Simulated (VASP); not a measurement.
Input of a VASP 6.6.1 run:

The input INCAR:

```
PREC = Accurate
ENCUT = 520
EDIFF = 1E-8
ISMEAR = -1
SIGMA = 0.03
LREAL = F
LASPH = T
NELM = 60
ALGO = Normal
ISIF = 2
LWAVE = F
LCHARG = F
GGA = PS
LEFG = T
NBANDS = 15
```

File KPOINTS:

```
Automatic mesh
0
Gamma
  16 16 16
```

File POSCAR:

```
TiC
1.0
    0.0000000000      2.1711894216      2.1711894216
    2.1711894216      0.0000000000      2.1711894216
    2.1711894216      2.1711894216      0.0000000000
Ti C
1 1
Direct
    0.0000000000      0.0000000000      0.0000000000
    0.5000000000      0.5000000000      0.5000000000
```

Potentials or basis: VASP PAW PBE potentials, release 64 (Ti_sv, C).

Launch:

```sh
$ cat potpaw_PBE.64/Ti_sv/POTCAR potpaw_PBE.64/C/POTCAR > POTCAR
$ mpirun -np 1 vasp_std > vasp.out
```

Problem. What does it give for the pressure?

Solution. -8.2 GPa.

Problem. What does it give for the band gap on the k mesh?

Solution. Zero (bands 8 and 9 overlap by 1.07 eV).

Caveat: the cell stands under tension; the PAW data sets were made with another functional, which shifts forces and pressure a little.
